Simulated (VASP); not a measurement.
# SnTe (Fm-3m) in VASP: further runs, part 2 of 2

VASP 6.6.1. The steps go on from the part before.

## Step 4: Single point, PBE

Input file INCAR:

```
SYSTEM = SnTe
  ALGO = Normal
  EDIFF = 1E-6
  ENCUT = 520
  GGA = PE
  ISIF = 2
  ISMEAR = 1
  LASPH = .True.
  LCHARG = .False.
  LREAL = .False.
  LWAVE = .False.
  NBANDS = 17
  NELM = 100
  PREC = Accurate
  SIGMA = 0.025
```

Input file KPOINTS:

```
k-points
0
Gamma
  11 11 11
  0 0 0
```

Input file POSCAR:

```
SnTe
1.0
    0.0000000000      3.1565000000      3.1565000000
    3.1565000000      0.0000000000      3.1565000000
    3.1565000000      3.1565000000      0.0000000000
Sn Te
1 1
Direct
    0.0000000000      0.0000000000      0.0000000000
    0.5000000000      0.5000000000      0.5000000000
```

Potentials or basis: VASP PAW PBE potentials, release 64 (Sn_d, Te).

Run with:

```bash
> cat potpaw_PBE.64/Sn_d/POTCAR potpaw_PBE.64/Te/POTCAR > POTCAR
> mpirun -np 1 vasp_std > vasp.out
```

OUTCAR:

```text
SYSTEM = SnTe
   EDIFF = 1E-6
   ENCUT = 520
   GGA = PE
   ISIF = 2
   ISMEAR = 1
   LASPH = .True.
   LREAL = .False.
   NELM = 100
   PREC = Accurate

 ion  position               nearest neighbor table
   1  0.000  0.000  0.000-   2 3.16   2 3.16   2 3.16   2 3.16   2 3.16   2 3.16
   2  0.500  0.500  0.500-   1 3.16   1 3.16   1 3.16   1 3.16   1 3.16   1 3.16

  LATTYP: Found a face centered cubic cell.
 ALAT       =     6.3130000000

  Lattice vectors:

 A1 = (   0.0000000000,   3.1565000000,   3.1565000000)
 A2 = (   3.1565000000,   0.0000000000,   3.1565000000)
 A3 = (   3.1565000000,   3.1565000000,   0.0000000000)

Analysis of symmetry for initial positions (statically):
=====================================================================
 Subroutine PRICEL returns:
 Original cell was already a primitive cell.

 Routine SETGRP: Setting up the symmetry group for a
 face centered cubic supercell.

 Subroutine GETGRP returns: Found 48 space group operations
 (whereof 48 operations were pure point group operations)
 out of a pool of 48 trial point group operations.

The static configuration has the point symmetry O_h .

Analysis of symmetry for dynamics (positions and initial velocities):
=====================================================================
 Subroutine PRICEL returns:
 Original cell was already a primitive cell.

 Routine SETGRP: Setting up the symmetry group for a
 face centered cubic supercell.

 Subroutine GETGRP returns: Found 48 space group operations
 (whereof 48 operations were pure point group operations)
 out of a pool of 48 trial point group operations.

The dynamic configuration has the point symmetry O_h .

 Subroutine INISYM returns: Found 48 space group operations
 (whereof 48 operations are pure point group operations),
 and found     1 'primitive' translations

----------------------------------------------------------------------------------------

                                     Primitive cell

  volume of cell :      62.8995

  direct lattice vectors                    reciprocal lattice vectors
     0.000000000  3.156500000  3.156500000    -0.158403295  0.158403295  0.158403295
     3.156500000  0.000000000  3.156500000     0.158403295 -0.158403295  0.158403295
     3.156500000  3.156500000  0.000000000     0.158403295  0.158403295 -0.158403295

  length of vectors
     4.463965110  4.463965110  4.463965110     0.274362555  0.274362555  0.274362555

  position of ions in fractional coordinates (direct lattice)
     0.000000000  0.000000000  0.000000000
     0.500000000  0.500000000  0.500000000

  ion indices of the primitive-cell ions
   primitive index   ion index
                 1           1
                 2           2

----------------------------------------------------------------------------------------

 KPOINTS: k-points

Automatic generation of k-mesh.
 Grid dimensions read from file:
 generate k-points for:   11   11   11

 Generating k-lattice:

  Cartesian coordinates                     Fractional coordinates (reciprocal lattice)
    -0.014400300  0.014400300  0.014400300     0.090909091  0.000000000  0.000000000
     0.014400300 -0.014400300  0.014400300     0.000000000  0.090909091  0.000000000
     0.014400300  0.014400300 -0.014400300     0.000000000  0.000000000  0.090909091

  Length of vectors
     0.024942050  0.024942050  0.024942050

  Shift w.r.t. Gamma in fractional coordinates (k-lattice)
     0.000000000  0.000000000  0.000000000

 Subroutine IBZKPT returns following result:
 ===========================================

 Found     56 irreducible k-points:

 Following reciprocal coordinates:
            Coordinates               Weight
  0.000000  0.000000  0.000000      1.000000
  0.090909  0.000000  0.000000      8.000000
  0.181818  0.000000  0.000000      8.000000
  0.272727  0.000000  0.000000      8.000000
  0.363636  0.000000  0.000000      8.000000
  0.454545  0.000000  0.000000      8.000000
[... 16 lines left out ...]
 -0.272727  0.181818  0.000000     24.000000
 -0.181818  0.181818  0.000000     12.000000
 [... further k-points ...]
   k-points           NKPTS =     56   k-points in BZ     NKDIM =     56   number of bands    NBANDS=     17
   number of dos      NEDOS =    301   number of ions     NIONS =      2
   total plane-waves  NPLWV =  46656
   dimension x,y,z NGX =    36 NGY =   36 NGZ =   36
   dimension x,y,z NGXF=    72 NGYF=   72 NGZF=   72
   ions per type =               1   1
   NGX,Y,Z   is equivalent  to a cutoff of  13.41, 13.41, 13.41 a.u.
   NGXF,Y,Z  is equivalent  to a cutoff of  26.81, 26.81, 26.81 a.u.
 SYSTEM =  SnTe
   PREC   = accura    normal or accurate (medium, high low for compatibility)
   ISTART =      0    job   : 0-new  1-cont  2-samecut
   ICHARG =      2    charge: 1-file 2-atom 10-const
   ISPIN  =      1    spin polarized calculation?
   LNONCOLLINEAR =      F non collinear calculations
   LSORBIT =      F    spin-orbit coupling
   LASPH  =      T    aspherical Exc in radial PAW
   ENCUT  =  520.0 eV  38.22 Ry    6.18 a.u.   8.30  8.30  8.30*2*pi/ulx,y,z
   NELM   =    100;   NELMIN=  2; NELMDL= -5     # of ELM steps
   EDIFF  = 0.1E-05   stopping-criterion for ELM
   LREAL  =      F    real-space projection
   EDIFFG = 0.1E-04   stopping-criterion for IOM
   NSW    =      0    number of steps for IOM
   IBRION =     -1    ionic relax: 0-MD 1-quasi-New 2-CG
   NFREE  =      0    steps in history (QN), initial steepest desc. (CG)
   ISIF   =      2    stress and relaxation
   ISYM   =      2    0-nonsym 1-usesym 2-fastsym
   POTIM  = 0.5000    time-step for ionic-motion
   TEBEG  =    0.0;   TEEND  =   0.0 temperature during run
   PSTRESS=    0.0 pullay stress
   NELECT =      20.0000    total number of electrons
   NUPDOWN=      -1.0000    fix difference up-down
   EMIN   =  10.00;   EMAX   =-10.00  energy-range for DOS
   EFERMI =   0.00;   METHOD = LEGACY
   ISMEAR =     1;   SIGMA  =   0.03  broadening in eV -4-tet -1-fermi 0-gaus
   EFERMI_NEDOS =   21; number of points for ismear=-14 and -15
   IALGO  =     38    algorithm
   IMIX   =      4    mixing-type and parameters
     AMIX     =   0.40;   BMIX     =  1.00
     AMIX_MAG =   1.60;   BMIX_MAG =  1.00
  volume/ion in A,a.u.               =      31.45       212.23
  Fermi-wavevector in a.u.,A,eV,Ry     =   1.117384  2.111549 16.987507  1.248547
  Thomas-Fermi vector in A             =   2.254006
   LORBIT       =      0    0 simple, 1 ext, 2 COOP (PROOUT), +10 PAW based schemes
   GGA     = PE    functional components
   LHFCALC =     F    Hartree Fock is set to
   AEXX    =    0.0000 exact exchange contribution
   IVDW    =     0    specifies the selected vdW correction
   LEPSILON=     F    determine dielectric tensor
   LRPA    =     F    only Hartree local field effects (RPA)
 non-spin polarized calculation
 Methfessel and Paxton  Order N= 1 SIGMA  =   0.03
  energy-cutoff  :      520.00
  volume of cell :       62.90
 maximum number of plane-waves:      1715
 NGX is ok and might be reduce to    36
   NGX = 17   NGY = 17   NGZ = 17

 number of electron      19.9999999 magnetization

 Free energy of the ion-electron system (eV)
  ---------------------------------------------------
  ext. energy  EPLUGINS =         0.00000000
  ---------------------------------------------------
  free energy    TOTEN  =        -7.54789330 eV

  energy without entropy =       -7.54790201  energy(sigma->0) =       -7.54789620

 E-fermi :   6.7692     XC(G=0):  -9.4695

 val. band max:        6.7481884324   @ k =   0.4545   0.0000   0.0000
 cond. band min:       7.1702021283   @ k =   0.4545   0.0000   0.0000
 fundamental gap:      0.4220136959
 Fermi energy:         6.7692354877

 k-point     1 :       0.0000    0.0000    0.0000
  band No.  band energies     occupation
      1     -15.0075      2.00000
      2     -15.0075      2.00000
      3     -15.0021      2.00000
      4     -15.0021      2.00000
      5     -15.0021      2.00000
      6      -5.8731      2.00000
[... 9 lines left out ...]
     16      11.6512      0.00000
     17      13.7343      0.00000
[... 441 lines left out ...]
 k-point    24 :      -0.1818    0.1818    0.0000
  band No.  band energies     occupation
      1     -15.0110      2.00000
      2     -15.0099      2.00000
      3     -15.0009      2.00000
      4     -14.9989      2.00000
      5     -14.9973      2.00000
      6      -5.1887      2.00000
[... 9 lines left out ...]
     16      14.7467      0.00000
     17      14.8857      0.00000

 [... further k-points ...]

------------------------ aborting loop because EDIFF is reached ----------------------------------------

  FORCE on cell =-STRESS in cart. coord.  units (eV):
  Direction    XX          YY          ZZ          XY          YZ          ZX
  --------------------------------------------------------------------------------------
  -------------------------------------------------------------------------------------
  Total        0.7708393      0.7708393      0.7708393      0.0000000      0.0000000      0.0000000
  in kB       19.6348263     19.6348263     19.6348263      0.0000000      0.0000000      0.0000000
  external PRESSURE =      19.6348263 kB  Pullay stress =       0.0000000 kB

 VOLUME and BASIS-vectors are now :
 -----------------------------------------------------------------------------
  energy-cutoff  :      520.00
  volume of cell :       62.90
      direct lattice vectors                 reciprocal lattice vectors
     0.000000000  3.156500000  3.156500000    -0.158403295  0.158403295  0.158403295
     3.156500000  0.000000000  3.156500000     0.158403295 -0.158403295  0.158403295
     3.156500000  3.156500000  0.000000000     0.158403295  0.158403295 -0.158403295

 POSITION                                       TOTAL-FORCE (eV/Angst)
 -----------------------------------------------------------------------------------
      0.00000      0.00000      0.00000         0.000000      0.000000      0.000000
      3.15650      3.15650      3.15650        -0.000000     -0.000000     -0.000000
 -----------------------------------------------------------------------------------
    total drift:                               -0.000000      0.000000      0.000000

  FREE ENERGIE OF THE ION-ELECTRON SYSTEM (eV)
  ---------------------------------------------------
  free  energy   TOTEN  =        -7.5478932983 eV

  energy  without entropy=       -7.5479020104  energy(sigma->0) =       -7.54789620
```

OSZICAR:

```text
N       E                     dE             d eps       ncg     rms          rms(c)
DAV:   1     0.126368669056E+03    0.12637E+03   -0.95193E+03  1915   0.135E+03
DAV:   2     0.374717276501E+01   -0.12262E+03   -0.11954E+03  2092   0.335E+02
DAV:   3    -0.727401974398E+01   -0.11021E+02   -0.10963E+02  2347   0.886E+01
DAV:   4    -0.758614971245E+01   -0.31213E+00   -0.31196E+00  2197   0.155E+01
DAV:   5    -0.759898361437E+01   -0.12834E-01   -0.12833E-01  2776   0.308E+00    0.454E+00
DAV:   6    -0.754597882782E+01    0.53005E-01   -0.12328E-01  2568   0.231E+00    0.284E+00
DAV:   7    -0.754744677939E+01   -0.14680E-02   -0.51195E-02  2292   0.109E+00    0.793E-01
DAV:   8    -0.754777983497E+01   -0.33306E-03   -0.70380E-03  2445   0.669E-01    0.172E-01
DAV:   9    -0.754789377092E+01   -0.11394E-03   -0.63118E-04  2624   0.244E-01    0.340E-02
DAV:  10    -0.754788754901E+01    0.62219E-05   -0.10663E-04  2515   0.872E-02    0.166E-02
DAV:  11    -0.754789356475E+01   -0.60157E-05   -0.42840E-05  2335   0.508E-02    0.270E-02
DAV:  12    -0.754789329826E+01    0.26649E-06   -0.24912E-06  2190   0.105E-02
   1 F= -.75478933E+01 E0= -.75478962E+01  d E =0.871210E-05
```

stdout:

```text
POSCAR found type information on POSCAR SnTe
 POSCAR found :  2 types and       2 ions
 scaLAPACK will be used
 LDA part: xc-table for (Slater+PW92), standard interpolation
 POSCAR, INCAR and KPOINTS ok, starting setup
 FFT: planning ... GRIDC
 FFT: planning ... GRID_SOFT
 FFT: planning ... GRID
 WAVECAR not read
 entering main loop
```

Wall time 54 s (1 thread of Intel Xeon 8259CL, shared host); peak memory 0.23 GiB.

Results:

```
Free energy : -7.5479 eV
Pressure    : 2.0 GPa
```

Caveat: this odd mesh misses L, so gap, dielectric constants and Born charges aren't listed; spin-orbit coupling is left out, which moves the levels of the heavy elements.

## Step 5: Summary

| smearing | pressure (GPa) |
| --- | --- |
| fermi-dirac 0.28 eV | 1.8 |
| tetrahedron | 2.0 |
| methfessel-paxton 0.025 eV | 2.0 |

Alike in all rows: task single point; level PBE; potentials or basis VASP PAW PBE potentials, release 64 (Sn_d, Te); no spin polarisation; cell as given; k mesh 11 × 11 × 11; cutoff (eV) 520.

Caveats: spin-orbit coupling is left out, which moves the levels of the heavy elements.

Absolute energies hang on the potentials; compare differences alone.
